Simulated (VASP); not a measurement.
# Si48C47 (a cell with a defect) in VASP: single point with PBEsol

Aim: the single point of Si48C47 (a cell with a defect) with PBEsol.

Program: VASP 6.6.1. These are calculated values, not measurements. Logs are shortened: lines on timing, memory, paths and dates and some standing lists are left out, and cuts for length are marked.

## (1) The cell of the first run

The cell holds a defect, 95 atoms: a = 9.228 Å, b = 10.656 Å, c = 10.095 Å, α = 90.00°, β = 90.00°, γ = 90.00°.

## (2) Single point, PBEsol

Contents of INCAR:

```
SYSTEM = Si48C47
PREC = Accurate
ENCUT = 520
EDIFF = 1E-6
ISMEAR = -1
SIGMA = 0.05
LREAL = Auto
LASPH = .TRUE.
NELM = 120
ALGO = Normal
ISIF = 2
LWAVE = .FALSE.
LCHARG = .TRUE.
GGA = PS
LELF = .TRUE.
LVHAR = .TRUE.
NBANDS = 243
ISYM = -1
GGA_COMPAT = .FALSE.
```

Contents of KPOINTS:

```
explicit points
1
Reciprocal
  0.25000000   0.25000000   0.25000000 1
```

Contents of POSCAR:

```
Si48C47
1.0
    9.2280510000      0.0000000000      0.0000000000
    0.0000000000     10.6556360000      0.0000000000
    0.0000000000      0.0000000000     10.0951400000
Si C
48 47
Direct
    0.9997740000      0.1665360000      0.0002330000
    0.0010660000      0.1646910000      0.5003270000
    0.3333180000      0.1672770000      0.0009620000
    0.3378410000      0.1700610000      0.5005280000
    0.1667090000      0.4170600000      0.9991830000
    0.1710850000      0.4169570000      0.4995280000
    0.9988740000      0.6668530000      0.9986580000
    0.0007760000      0.6668070000      0.4995730000
    0.6663700000      0.1667950000      0.0012550000
    0.6684720000      0.1648990000      0.5012040000
    0.4994980000      0.4189060000      0.0026980000
    0.5197490000      0.4251080000      0.5084150000
    0.3297380000      0.6682150000      0.9956820000
    0.3368880000      0.6652440000      0.4798910000
    0.1657740000      0.9171270000      0.9978420000
    0.1660150000      0.9174930000      0.4988640000
    0.8338220000      0.4164370000      0.0017220000
    0.8393580000      0.4141580000      0.5007850000
    0.6634590000      0.6660700000      0.0023830000
    0.6663130000      0.6479120000      0.5079910000
    0.4989050000      0.9166930000      0.9989780000
    0.4996900000      0.9145300000      0.4993460000
    0.8319540000      0.9164190000      0.0008320000
    0.8305350000      0.9112650000      0.5004570000
    0.1658340000      0.0851770000      0.2498820000
    0.1679140000      0.0828240000      0.7495080000
    0.9998510000      0.3335780000      0.2502820000
    0.0017480000      0.3324370000      0.7503150000
    0.4992910000      0.0839630000      0.2503600000
    0.5008110000      0.0828490000      0.7503140000
    0.3339870000      0.3362590000      0.2521950000
    0.3351260000      0.3327520000      0.7513490000
    0.1607440000      0.5844410000      0.2467290000
    0.1696550000      0.5825140000      0.7448900000
    0.9976980000      0.8339580000      0.2491020000
    0.0005100000      0.8325820000      0.7493920000
    0.8318050000      0.0833260000      0.2507030000
    0.8340990000      0.0821070000      0.7504810000
    0.6659870000      0.3351840000      0.2519040000
    0.6691830000      0.3320040000      0.7532580000
    0.4811130000      0.5924140000      0.2555990000
    0.5019990000      0.5822340000      0.7509530000
    0.3291030000      0.8366950000      0.2462770000
    0.3348700000      0.8316440000      0.7445640000
    0.8291540000      0.5830670000      0.2510430000
    0.8358170000      0.5820760000      0.7524710000
    0.6630060000      0.8318020000      0.2519700000
    0.6672850000      0.8323190000      0.7510330000
    0.9985700000      0.1672080000      0.1881860000
    0.0008190000      0.1655880000      0.6881440000
    0.3329730000      0.1687560000      0.1892370000
    0.3347700000      0.1666430000      0.6881350000
    0.1658650000      0.4174980000      0.1872280000
    0.1686690000      0.4153950000      0.6871380000
    0.9944800000      0.6674830000      0.1863780000
    0.0016160000      0.6659460000      0.6871070000
    0.6654140000      0.1680960000      0.1889070000
    0.6680250000      0.1659190000      0.6890730000
    0.4985670000      0.4219790000      0.1933000000
    0.5032280000      0.4146430000      0.6936440000
    0.3221980000      0.6719050000      0.1798850000
    0.3394690000      0.6637060000      0.6765070000
    0.1632710000      0.9193400000      0.1858960000
    0.1671850000      0.9159680000      0.6863130000
    0.8328220000      0.4169390000      0.1890390000
    0.8353490000      0.4157280000      0.6889870000
    0.6592140000      0.6654940000      0.1929000000
    0.6700280000      0.6654340000      0.6931370000
    0.4980290000      0.9174110000      0.1870270000
    0.5013450000      0.9162340000      0.6869900000
    0.8299910000      0.9164490000      0.1889380000
    0.8334970000      0.9152910000      0.6880770000
    0.1695540000      0.0853910000      0.4378280000
    0.1668090000      0.0839200000      0.9374590000
    0.0050150000      0.3311720000      0.4381220000
    0.0001090000      0.3331140000      0.9381390000
    0.5018210000      0.0824130000      0.4383030000
    0.4997920000      0.0836330000      0.9382510000
    0.3438170000      0.3416580000      0.4398850000
    0.3337680000      0.3337960000      0.9394790000
    0.1649760000      0.5828010000      0.4344140000
    0.1655090000      0.5832350000      0.9334510000
    0.9995840000      0.8329550000      0.4370260000
    0.9988140000      0.8335530000      0.9372020000
    0.8333560000      0.0795500000      0.4385940000
    0.8329160000      0.0830510000      0.9385650000
    0.6735300000      0.3306390000      0.4390510000
    0.6666540000      0.3337970000      0.9410020000
    0.4974340000      0.5842940000      0.9382880000
    0.3316280000      0.8356150000      0.4338700000
    0.3324300000      0.8337740000      0.9332060000
    0.8374950000      0.5800590000      0.4381700000
    0.8319040000      0.5829300000      0.9401050000
    0.6614030000      0.8223130000      0.4397300000
    0.6655810000      0.8328440000      0.9391760000
```

Potentials or basis: VASP PAW PBE potentials, release 64 (Si, C).

On the command line:

```console
cat potpaw_PBE.64/Si/POTCAR potpaw_PBE.64/C/POTCAR > POTCAR
mpirun -np 1 vasp_std > vasp.out
```

OUTCAR:

```text
SYSTEM = Si48C47
   PREC = Accurate
   ENCUT = 520
   EDIFF = 1E-6
   ISMEAR = -1
   LREAL = Auto
   LASPH = .TRUE.
   NELM = 120
   ISIF = 2
   GGA = PS
   ISYM = -1

 ion  position               nearest neighbor table
   1  1.000  0.167  0.000-  76 1.88  86 1.88  74 1.88  49 1.90  15 3.07  17 3.07  25 3.07   9 3.08
                             3 3.08  28 3.08   5 3.08  23 3.08  38 3.08  27 3.09  37 3.10  26 3.10
   2  0.001  0.165  0.500-  73 1.88  75 1.88  50 1.90  85 1.90  16 3.04  18 3.05  10 3.07  25 3.07
                            26 3.08  38 3.09  37 3.09  28 3.09  27 3.10   4 3.11   6 3.11  24 3.13
   3  0.333  0.167  0.001-  80 1.88  78 1.89  74 1.89  51 1.90   9 3.07   5 3.07  32 3.08  21 3.08
                            25 3.08  29 3.08   1 3.08  15 3.08  11 3.09  26 3.10  30 3.10  31 3.11
   4  0.338  0.170  0.501-  77 1.89  52 1.89  73 1.90  79 1.93   6 3.05  10 3.05  32 3.07  31 3.07
                            29 3.07  30 3.08  26 3.10  22 3.11   2 3.11  25 3.12  16 3.12
   5  0.167  0.417  0.999-  80 1.88  76 1.88  82 1.89  53 1.90  13 3.07  33 3.07  11 3.07  17 3.07
                            28 3.07   3 3.07  32 3.08   7 3.08   1 3.08  27 3.10  31 3.11  34 3.11
   6  0.171  0.417  0.500-  79 1.88  81 1.89  75 1.89  54 1.89  31 3.04  34 3.04   4 3.05  18 3.06
                            14 3.06   8 3.09  32 3.09  27 3.10  28 3.11   2 3.11  33 3.12
   7  0.999  0.667  0.999-  93 1.88  84 1.88  82 1.90  55 1.90  46 3.04  33 3.05  13 3.05  17 3.07
                            23 3.07  36 3.07   5 3.08  15 3.08  35 3.09  19 3.10  45 3.12  34 3.14
   8  0.001  0.667  0.500-  92 1.87  81 1.88  83 1.88  56 1.89  24 3.04  34 3.06  16 3.08  33 3.08
                            18 3.08  36 3.08   6 3.09  35 3.09  20 3.09  45 3.10  46 3.11  14 3.11
   9  0.666  0.167  0.001-  88 1.88  78 1.88  86 1.89  57 1.89  40 3.06   3 3.07  23 3.07  37 3.08
[... 124 lines left out ...]
  94  0.661  0.822  0.440-  22 1.89  47 1.90  24 1.93  20 1.98
  95  0.666  0.833  0.939-  21 1.88  23 1.88  19 1.89  48 1.90

IMPORTANT INFORMATION: All symmetrisations will be switched off!
NOSYMM: (Re-)initialisation of all symmetry stuff for point group C_1.

----------------------------------------------------------------------------------------

                                     Primitive cell

  volume of cell :     992.6627

  direct lattice vectors                    reciprocal lattice vectors
     9.228051000  0.000000000  0.000000000     0.108365244  0.000000000  0.000000000
     0.000000000 10.655636000  0.000000000     0.000000000  0.093847050  0.000000000
     0.000000000  0.000000000 10.095140000     0.000000000  0.000000000  0.099057566

  length of vectors
     9.228051000 10.655636000 10.095140000     0.108365244  0.093847050  0.099057566

  position of ions in fractional coordinates (direct lattice)
     0.999774000  0.166536000  0.000233000
     0.001066000  0.164691000  0.500327000
     0.333318000  0.167277000  0.000962000
     0.337841000  0.170061000  0.500528000
     0.166709000  0.417060000  0.999183000
     0.171085000  0.416957000  0.499528000
[... 87 lines left out ...]
     0.661403000  0.822313000  0.439730000
     0.665581000  0.832844000  0.939176000

  ion indices of the primitive-cell ions
   primitive index   ion index
                 1           1
                 2           2
                 3           3
                 4           4
                 5           5
                 6           6
[... 87 lines left out ...]
                94          94
                95          95

----------------------------------------------------------------------------------------

 KPOINTS: explicit points

Read explicit list of k-points.

 Found      1 k-points:

 Following reciprocal coordinates:
            Coordinates               Weight
  0.250000  0.250000  0.250000      1.000000
   k-points           NKPTS =      1   k-points in BZ     NKDIM =      1   number of bands    NBANDS=    243
   number of dos      NEDOS =    301   number of ions     NIONS =     95
   total plane-waves  NPLWV = 448000
   dimension x,y,z NGX =    70 NGY =   80 NGZ =   80
   dimension x,y,z NGXF=   140 NGYF=  160 NGZF=  160
   ions per type =              48  47
   NGX,Y,Z   is equivalent  to a cutoff of  12.61, 12.48, 13.17 a.u.
   NGXF,Y,Z  is equivalent  to a cutoff of  25.22, 24.96, 26.35 a.u.
 SYSTEM =  Si48C47
   PREC   = accura    normal or accurate (medium, high low for compatibility)
   ISTART =      0    job   : 0-new  1-cont  2-samecut
   ICHARG =      2    charge: 1-file 2-atom 10-const
   ISPIN  =      1    spin polarized calculation?
   LNONCOLLINEAR =      F non collinear calculations
   LSORBIT =      F    spin-orbit coupling
   LASPH  =      T    aspherical Exc in radial PAW
   ENCUT  =  520.0 eV  38.22 Ry    6.18 a.u.  17.16 19.81 18.77*2*pi/ulx,y,z
   NELM   =    120;   NELMIN=  2; NELMDL= -5     # of ELM steps
   EDIFF  = 0.1E-05   stopping-criterion for ELM
   LREAL  =      T    real-space projection
   EDIFFG = 0.1E-04   stopping-criterion for IOM
   NSW    =      0    number of steps for IOM
   IBRION =     -1    ionic relax: 0-MD 1-quasi-New 2-CG
   NFREE  =      0    steps in history (QN), initial steepest desc. (CG)
   ISIF   =      2    stress and relaxation
   ISYM   =     -1    0-nonsym 1-usesym 2-fastsym
   POTIM  = 0.5000    time-step for ionic-motion
   TEBEG  =    0.0;   TEEND  =   0.0 temperature during run
   PSTRESS=    0.0 pullay stress
   NELECT =     380.0000    total number of electrons
   NUPDOWN=      -1.0000    fix difference up-down
   EMIN   =  10.00;   EMAX   =-10.00  energy-range for DOS
   EFERMI =   0.00;   METHOD = LEGACY
   ISMEAR =    -1;   SIGMA  =   0.05  broadening in eV -4-tet -1-fermi 0-gaus
   EFERMI_NEDOS =   21; number of points for ismear=-14 and -15
   IALGO  =     38    algorithm
   IMIX   =      4    mixing-type and parameters
     AMIX     =   0.40;   BMIX     =  1.00
     AMIX_MAG =   1.60;   BMIX_MAG =  1.00
  volume/ion in A,a.u.               =      10.45        70.51
  Fermi-wavevector in a.u.,A,eV,Ry     =   1.188691  2.246299 19.224830  1.412985
  Thomas-Fermi vector in A             =   2.324814
   LORBIT       =      0    0 simple, 1 ext, 2 COOP (PROOUT), +10 PAW based schemes
   GGA     = PS    functional components
   LHFCALC =     F    Hartree Fock is set to
   AEXX    =    0.0000 exact exchange contribution
   IVDW    =     0    specifies the selected vdW correction
   LEPSILON=     F    determine dielectric tensor
   LRPA    =     F    only Hartree local field effects (RPA)
 non-spin polarized calculation
  energy-cutoff  :      520.00
  volume of cell :      992.66
 maximum number of plane-waves:     26715
 NGX is ok and might be reduce to    70
   NGX = 35   NGY = 39   NGZ = 37

 number of electron     380.0000004 magnetization

 Free energy of the ion-electron system (eV)
  ---------------------------------------------------
  ext. energy  EPLUGINS =         0.00000000
  ---------------------------------------------------
  free energy    TOTEN  =      -749.77566424 eV

  energy without entropy =     -749.77564349  energy(sigma->0) =     -749.77565386

 E-fermi :   9.6416     XC(G=0): -11.4698

 val. band max:        9.0553483992   @ k =   0.2500   0.2500   0.2500
 cond. band min:      10.2300837691   @ k =   0.2500   0.2500   0.2500
 fundamental gap:      1.1747353698
 Fermi energy:         9.6415585133

 k-point     1 :       0.2500    0.2500    0.2500
  band No.  band energies     occupation
      1      -7.1717      2.00000
      2      -6.6534      2.00000
      3      -6.5617      2.00000
      4      -6.4471      2.00000
      5      -6.0464      2.00000
      6      -5.9522      2.00000
[... 194 lines left out ...]
    201      11.8349      0.00000
    202      11.9843      0.00000
 [bands above 202 left out]

------------------------ aborting loop because EDIFF is reached ----------------------------------------

  FORCE on cell =-STRESS in cart. coord.  units (eV):
  Direction    XX          YY          ZZ          XY          YZ          ZX
  --------------------------------------------------------------------------------------
  -------------------------------------------------------------------------------------
  Total        1.0576288     -5.7381662      1.1451687     -5.7348953     -5.1113498      8.8245318
  in kB        1.7070339     -9.2615142      1.8483250     -9.2562349     -8.2498201     14.2429696
  external PRESSURE =      -1.9020518 kB  Pullay stress =       0.0000000 kB

 VOLUME and BASIS-vectors are now :
 -----------------------------------------------------------------------------
  energy-cutoff  :      520.00
  volume of cell :      992.66
      direct lattice vectors                 reciprocal lattice vectors
     9.228051000  0.000000000  0.000000000     0.108365244  0.000000000  0.000000000
     0.000000000 10.655636000  0.000000000     0.000000000  0.093847050  0.000000000
     0.000000000  0.000000000 10.095140000     0.000000000  0.000000000  0.099057566

 POSITION                                       TOTAL-FORCE (eV/Angst)
 -----------------------------------------------------------------------------------
      9.22597      1.77455      0.00235         0.000362      0.000511      0.002673
      0.00984      1.75489      5.05087         0.001865      0.000293      0.000988
      3.07588      1.78244      0.00971         0.000380      0.000255     -0.000324
      3.11761      1.81211      5.05290        -0.004636      0.001871     -0.001656
      1.53840      4.44404     10.08689        -0.004091      0.001806      0.002186
      1.57878      4.44294      5.04281        -0.004326      0.006925      0.002686
[... 87 lines left out ...]
      6.10346      8.76227      4.43914         0.006156     -0.023815     -0.001045
      6.14202      8.87448      9.48111         0.005256      0.003160      0.005828
 -----------------------------------------------------------------------------------
    total drift:                                0.015116     -0.033785     -0.027317

  FREE ENERGIE OF THE ION-ELECTRON SYSTEM (eV)
  ---------------------------------------------------
  free  energy   TOTEN  =      -749.7756642398 eV

  energy  without entropy=     -749.7756434890  energy(sigma->0) =     -749.77565386
```

Wall time 7.2 min (1 thread of Intel Xeon Platinum 8259CL at 2.50GHz (Skylake/Cascade Lake), shared host); peak memory 0.89 GiB.

Results:

```
Free energy            : -749.7757 eV
Pressure               : -0.2 GPa
Largest force          : 0.034 eV/Å
Band gap on the k mesh : 1.17 eV
```

Forces on the atoms (eV/Å):
```
Si   0.000  0.001  0.003
Si   0.002  0.000  0.001
Si   0.000  0.000  0.000
Si  -0.005  0.002 -0.002
Si  -0.004  0.002  0.002
Si  -0.004  0.007  0.003
Si   0.003 -0.004 -0.001
Si   0.005 -0.003  0.001
Si  -0.001  0.002  0.000
Si  -0.001  0.000  0.002
Si   0.000 -0.001  0.009
Si  -0.023 -0.007 -0.010
Si   0.001  0.002 -0.001
Si   0.028 -0.014 -0.013
Si   0.000 -0.001  0.003
Si   0.000 -0.002 -0.001
Si   0.004  0.003 -0.004
Si   0.002  0.000  0.003
Si   0.002  0.005  0.003
Si  -0.005  0.025 -0.011
Si  -0.001 -0.003 -0.002
Si  -0.011  0.003  0.001
Si   0.002 -0.001  0.000
Si   0.000 -0.002  0.002
Si   0.000 -0.003  0.000
Si  -0.002 -0.002  0.000
Si   0.001  0.001  0.001
Si   0.003  0.004  0.002
Si  -0.003 -0.002  0.002
Si   0.000 -0.001 -0.001
Si  -0.008 -0.006 -0.005
Si  -0.001 -0.002  0.001
Si  -0.001  0.001 -0.002
Si   0.008  0.007 -0.004
Si   0.005  0.000  0.002
Si   0.000  0.001  0.001
Si   0.001  0.000 -0.001
Si   0.002 -0.002  0.001
Si   0.004 -0.004 -0.001
Si  -0.001  0.002  0.005
Si   0.006 -0.003  0.011
Si  -0.004  0.005  0.012
Si  -0.002  0.003 -0.004
Si  -0.001 -0.010 -0.007
Si   0.004  0.002  0.002
Si   0.000  0.001 -0.002
Si   0.005  0.006 -0.009
Si  -0.002  0.000  0.001
C   -0.003  0.002  0.000
C    0.003  0.005  0.000
C   -0.006  0.004  0.007
C   -0.002 -0.005  0.002
C    0.012 -0.006  0.002
C   -0.008 -0.001  0.000
C   -0.004  0.001 -0.001
C   -0.001  0.005  0.002
C    0.003  0.003  0.010
C   -0.001  0.000 -0.004
C    0.000 -0.005  0.003
C    0.010  0.014 -0.003
C   -0.010 -0.007  0.001
C   -0.008  0.002  0.014
C   -0.009  0.003 -0.014
C   -0.002  0.005  0.005
C   -0.003  0.002  0.001
C   -0.001 -0.001  0.000
C    0.002  0.003  0.003
C   -0.010  0.001 -0.001
C   -0.002  0.005  0.003
C    0.009  0.009  0.001
C   -0.001  0.004 -0.002
C   -0.004  0.005 -0.001
C   -0.005  0.000  0.000
C    0.004  0.005  0.002
C   -0.007 -0.002 -0.001
C   -0.001 -0.005 -0.001
C    0.009 -0.006 -0.005
C   -0.001 -0.006  0.002
C    0.018  0.007 -0.003
C    0.004 -0.002 -0.002
C   -0.009 -0.012 -0.005
C   -0.002 -0.008  0.003
C   -0.001 -0.003 -0.002
C   -0.004 -0.002  0.003
C   -0.004  0.000  0.000
C   -0.002  0.001 -0.001
C    0.007  0.009 -0.008
C   -0.009 -0.005  0.003
C   -0.007 -0.001 -0.008
C    0.008  0.010  0.003
C    0.010 -0.007  0.003
C    0.007 -0.008 -0.002
C    0.003 -0.002 -0.007
C    0.006 -0.024 -0.001
C    0.005  0.003  0.006
```

Stress tensor (GPa, compression positive):
```
 0.17 -0.93  1.42
-0.93 -0.93 -0.82
 1.42 -0.82  0.18
```

Levels at points of the mesh, in eV from the valence-band top:
```csv
k point,band 186,band 187,band 188,band 189,band 190,band 191,band 192,band 193,band 194,band 195
"(0.25, 0.25, 0.25)",-1.65,-1.57,-1.36,-1.18,0.00,1.17,1.33,1.94,2.02,2.05
```

Caveat: the PAW data sets were made with another functional, which shifts forces and pressure a little.
